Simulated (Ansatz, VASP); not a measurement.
# One calculation of WC, two programs

```
CELL_PARAMETERS angstrom
2.87120 0.00000 0.00000
-1.43560 2.48653 0.00000
0.00000 0.00000 2.80042
ATOMIC_POSITIONS crystal
W 0.00000 0.00000 0.00000
C 0.66667 0.33333 0.50000
```

Change from the starting cell: volume scaled by 0.97, PAW files.

Alike in both runs: task electric field gradients; functional PBEsol; k mesh 13 × 13 × 12; occupations fermi-dirac, width 0.05 eV; no spin polarisation.

|  | VASP | Ansatz |
| --- | --- | --- |
| version | VASP 6.6.1 | Ansatz 0.2.0 |
| potentials or method | VASP PAW PBE potentials, release 64 (W_sv, C_h) | PAW with Ansatz's default frozen-core files, scalar-relativistic |
| plane-wave cutoff (eV) | 910 | 420 |
| valence electrons in the cell | 18 | 18 |

|  | VASP | Ansatz | Ansatz less VASP |
| --- | --- | --- | --- |
| size of Vzz on the site where it differs most (V/Å²) | 160.2 | 156.1 | -4.14 |

VASP's potentials were made for PBE, not for PBEsol.

Spin-orbit coupling is off throughout. Noted on VASP's run: the cutoff is short for stress, so the pressure is rough.
